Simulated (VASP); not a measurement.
Crystal: BeSe4.

```
CELL_PARAMETERS angstrom
3.38170 0.00000 0.00000
-1.69085 2.92864 0.00000
0.00000 0.00000 10.87379
ATOMIC_POSITIONS crystal
Be 0.00000 0.00000 0.00000
Se 0.33333 0.66667 0.86586
Se 0.33333 0.66667 0.37680
Se 0.66667 0.33333 0.13414
Se 0.66667 0.33333 0.62320
```

```yaml
Program: VASP 6.6.1
Task: relaxation of cell and atoms
Functional: PBE
Potentials_or_basis: VASP PAW PBE potentials, release 64 (Be, Se)
Cutoff: 600 eV
k_mesh: 6 × 6 × 2
Occupations: gaussian, width 0.1 eV
Spin: no spin polarisation
```

At the start: pressure -6.4 GPa; volume 21.54 Å³/atom.

Task: Where does the relaxation end?

Result: Over 10 steps the energy falls by 306.5 meV/atom and the volume is 19.20 Å³/atom (-10.9 %); space group P-3m1 (No. 164, to 0.05 Å).

The path:
```
step  energy change (eV)  largest force (eV/Å)  pressure (GPa)  volume (Å³)
   1              0.0000                0.6069           -6.41       107.69
   2             -0.4838                0.7395            0.49        94.73
   3             -0.4911                0.7533            1.63        93.36
   4             -0.7333                1.1962            1.73        93.13
   5             -1.4292                0.4928            4.22        91.61
   6             -1.5040                0.2707           -1.88        99.56
   7             -1.5215                0.2660           -0.21        96.99
   8             -1.5292                0.0998           -0.21        96.74
   9             -1.5316                0.0535           -0.19        96.51
  10             -1.5323                0.0035            0.27        96.00
```

Final structure:
```
Be Se
1.0
     3.59424    0.00000    0.00000
    -1.79712    3.11270    0.00000
     0.00000    0.00000    8.58102
Be Se
1 4
Direct
  0.00000 0.00000 0.00000
  0.33333 0.66667 0.85405
  0.33333 0.66667 0.39579
  0.66667 0.33333 0.14595
  0.66667 0.33333 0.60421
```
